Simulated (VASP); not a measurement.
Here is a VASP 6.6.1 calculation.

The input INCAR:

```
SYSTEM = Sb2W
ALGO = Normal
EDIFF = 1E-6
ENCUT = 500
GGA = PE
GGA_COMPAT = .FALSE.
ISIF = 2
ISMEAR = 0
LASPH = .TRUE.
LCHARG = .FALSE.
LREAL = .FALSE.
LWAVE = .FALSE.
NBANDS = 29
NELM = 120
PREC = Accurate
SIGMA = 0.05
```

The input KPOINTS:

```
k-points
0
G
  12 12 6
  0 0 0
```

The input POSCAR:

```
Sb2W
1.0
    3.4400341040      0.0000000000      0.0000000000
   -1.7200170520      2.9791569239      0.0000000000
    0.0000000000      0.0000000000      6.4402097526
W Sb
1 2
Direct
    0.0000000000      0.0000000000      0.0000000000
    0.3333333333      0.6666666667      0.2940724329
    0.6666666667      0.3333333333      0.7059275671
```

Potentials or basis: VASP PAW PBE potentials, release 64 (W_sv, Sb_d_GW).

Launch:

```bash
$ cat potpaw_PBE.64/W_sv/POTCAR potpaw_PBE.64/Sb_d_GW/POTCAR > POTCAR
$ mpirun -np 1 vasp_std > vasp.out
```

(1) What does it give for the band gap on the k mesh?

(2) Estimate the largest force.

(3) Estimate the pressure.

## Answers

(1) zero (bands 22 and 23 overlap by 0.66 eV).

(2) 0.010 eV/Å.

(3) 3.9 GPa.

Caveat: the cell stands under pressure; spin-orbit coupling is left out, which moves the levels of the heavy elements.
